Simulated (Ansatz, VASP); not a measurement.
InSb: VASP beside Ansatz

Contents of INCAR:

```
PREC = Accurate ; ENCUT = 600
EDIFF = 1E-6 ; ISMEAR = -1
SIGMA = 0.08 ; LREAL = False
LASPH = True ; NELM = 60
ALGO = Normal ; ISIF = 3
LWAVE = False ; LCHARG = False
GGA = PE ; IBRION = 2
NSW = 100 ; EDIFFG = -0.005
```

The input KPOINTS:

```
Automatic mesh
0
Gamma
  12 12 12
```

The input POSCAR:

```
InSb
1.0
    0.0000000000      2.9473523161      2.9473523161
    2.9473523161      0.0000000000      2.9473523161
    2.9473523161      2.9473523161      0.0000000000
In Sb
1 1
Direct
    0.0000000000      0.0000000000      0.0000000000
    0.5000000000      0.5000000000      0.5000000000
```

Input for Ansatz:

```yaml
crystal:
  lattice:
    - [0.0, 2.9473523161, 2.9473523161]
    - [2.9473523161, 0.0, 2.9473523161]
    - [2.9473523161, 2.9473523161, 0.0]
  atoms:
    - { symbol: In, position: [0.0, 0.0, 0.0] }
    - { symbol: Sb, position: [0.5, 0.5, 0.5] }
kpoints:
  mp_grid: { grid: [12, 12, 12] }
scf:
  occupations: { method: fermi_dirac, width: 0.08 }
hamiltonian:
  xc: pbe
  pseudopotentials: { kind: paw }
output:
  forces: true
  stress: true
relax:
  f_tol: 0.005
  max_steps: 80
  cell: {}
```

Alike in both runs: task relaxation of cell and atoms; functional PBE; k mesh 12 × 12 × 12; occupations fermi-dirac, width 0.08 eV; no spin polarisation.

```csv
,VASP,Ansatz
version,VASP 6.6.1,Ansatz 0.2.0
potentials or method,"VASP PAW PBE potentials, release 64 (In_d, Sb)","PAW with Ansatz's default frozen-core files, scalar-relativistic"
plane-wave cutoff (eV),600,420
valence electrons in the cell,18,28
```

|  | VASP | Ansatz | Ansatz less VASP |
| --- | --- | --- | --- |
| relaxed volume (Å³/atom) | 29.05 | 29.08 | +0.030 |
| relaxed cell length with the largest relative difference (Å) | 4.347 | 4.349 | +0.0015 |

VASP's potentials hold 18 valence electrons a cell and Ansatz's 28, so a difference there can come from the potentials and not from the codes.

Spin-orbit coupling is off throughout.
